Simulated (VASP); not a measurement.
Here is a VASP 6.6.1 calculation.

INCAR

```
ALGO = Normal
EDIFF = 1E-6
ENCUT = 600
GGA = PE
GGA_COMPAT = False
ISIF = 2
ISMEAR = 1
LASPH = True
LCHARG = False
LREAL = False
LWAVE = False
NBANDS = 12
NELM = 120
PREC = Accurate
SIGMA = 0.1
```

The input KPOINTS:

```
k-points
0
Gamma
  18 18 18
```

Contents of POSCAR:

```
Cu
1.0
    0.0000000000      1.8151750322      1.8151750322
    1.8151750322      0.0000000000      1.8151750322
    1.8151750322      1.8151750322      0.0000000000
Cu
1
Direct
    0.0000000000      0.0000000000      0.0000000000
```

Potentials or basis: VASP PAW PBE potentials, release 64 (Cu).

Command:

```console
$ cat potpaw_PBE.64/Cu/POTCAR > POTCAR
$ mpirun -np 1 vasp_std > vasp.out
```

Problem. Predict the band gap on the k mesh.

Solution. Zero (an odd number of electrons rules out a gap without spin polarisation).

Problem. Estimate the pressure.

Solution. 0.7 GPa.
